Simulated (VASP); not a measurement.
Wanted: the native input for a VASP 6.6.1 run.

```yaml
Task: relaxation of the atoms
Functional: PBE
Dispersion: D3(BJ)
Potentials_or_basis: VASP PAW PBE potentials, release 64 (C)
Cutoff: 520 eV
k_mesh: 15 × 15 × 1
Occupations: gaussian, width 0.1 eV
Spin: no spin polarisation
Dipole_correction: yes
Atoms_held_fixed_from_0: "[1]"
Further_INCAR_settings: ALGO = Normal; EDIFF = 1e-06; IBRION = 2; EDIFFG = -0.003; NSW = 40
Atoms_held_along_some_axes_from_0: atom 0 along a and b; atom 2 along a and b; atom 3 along a and b
```

The structure of C lies in POSCAR:

```
C
1.0
    2.4656677093      0.0000000000      0.0000000000
   -1.2328338546      2.1353308736      0.0000000000
    0.0000000000      0.0000000000     17.5000661151
C
4
Selective dynamics
Direct
    0.6666666667      0.3333333333      0.2571384725  F F T
    0.3333333333      0.6666666667      0.2571418857  F F F
    1.3333333333      0.6666666667      0.4545962431  F F T
    1.6666666667      0.3333333333      0.4545964092  F F T
```

This cell differs from its parent crystal: layers slid over each other.

One way to write it, as run:

INCAR

```
SYSTEM = C
ALGO = Normal
DIPOL = 0.5 0.5 0.356
EDIFF = 1E-6
EDIFFG = -0.003
ENCUT = 520
GGA = PE
IBRION = 2
IDIPOL = 3
ISIF = 2
ISMEAR = 0
IVDW = 12
LASPH = .TRUE.
LCHARG = .FALSE.
LDIPOL = .TRUE.
LREAL = .FALSE.
LWAVE = .FALSE.
NELM = 100
NSW = 40
PREC = Accurate
SIGMA = 0.1
```

KPOINTS

```
k-points
0
G
  15 15 1
  0 0 0
```

Potentials or basis: VASP PAW PBE potentials, release 64 (C).

Command:

```sh
$ cat potpaw_PBE.64/C/POTCAR > POTCAR
$ mpirun -np 1 vasp_std > vasp.out
```

It gave:

| Quantity | Value |
| --- | --- |
| Energy gained by relaxing | 0.6 meV/atom |
| Ionic steps | 21 |
| Dispersion energy per atom | -0.115 eV |

Caveat: the cell differs from its parent crystal (layers slid over each other).

It took 9.7 min on 1 thread of Intel Xeon 8259CL, with other jobs on the host, peak memory 0.21 GiB.
